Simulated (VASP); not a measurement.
Wanted: the native input for a VASP 6.6.1 run.

```yaml
Task: single point
Functional: PBE
Potentials_or_basis: VASP PAW PBE potentials, release 64 (Ir)
Cutoff: 400 eV
k_mesh: 5 × 5 × 1
Occupations: gaussian, width 0.1 eV
Spin: no spin polarisation
Dipole_correction: yes
Further_INCAR_settings: ALGO = Normal; EDIFF = 1e-06; NBANDS = 66; NELMDL = -8
```

The structure of Ir lies in POSCAR:

```
Ir
1.0
    5.4735201746      0.0000000000      0.0000000000
    0.0000000000      5.4735201746      0.0000000000
    0.0000000000      0.0000000000     19.1883372927
Ir
12
Direct
    0.2500000000      0.2500000000      0.2084599587
    0.2500000000      0.7500000000      0.2084599587
    0.7500000000      0.2500000000      0.2084599587
    0.7500000000      0.7500000000      0.2084599587
    0.0000000000      0.0000000000      0.3045662598
    0.0000000000      0.5000000000      0.3045662598
    0.5000000000      0.0000000000      0.3045662598
    0.5000000000      0.5000000000      0.3045662598
    0.2500000000      0.2500000000      0.4006776187
    0.2500000000      0.7500000000      0.4006776187
    0.7500000000      0.2500000000      0.4006776187
    0.7500000000      0.7500000000      0.4006776187
```

One way to write it, as run:

INCAR

```
  PREC = Accurate
  ENCUT = 400
  EDIFF = 1E-6
  ISMEAR = 0
  SIGMA = 0.1
  LREAL = False
  LASPH = True
  NELM = 120
  ALGO = Normal
  ISIF = 2
  LWAVE = False
  LCHARG = True
  LDIPOL = True
  IDIPOL = 3
  DIPOL = 0.5 0.5 0.305
  GGA = PE
  LELF = True
  LVHAR = True
  LVACPOTAV = True
  NBANDS = 66
  GGA_COMPAT = False
  NELMDL = -8
```

KPOINTS

```
regular mesh
0
Gamma
  5 5 1
```

Potentials or basis: VASP PAW PBE potentials, release 64 (Ir).

Command:

```bash
$ cat potpaw_PBE.64/Ir/POTCAR > POTCAR
$ mpirun -np 1 vasp_std > vasp.out
```

It gave:

```yaml
Largest_force: 0.048 eV/Å
Band_gap_on_the_k_mesh: zero (bands 54 and 55 overlap by 1.07 eV)
```

Caveat: spin-orbit coupling is left out, which moves the levels of the heavy elements.

Wall time 8.3 min on 1 thread of Intel Xeon 8259CL, on a shared host, peak memory 0.41 GiB.
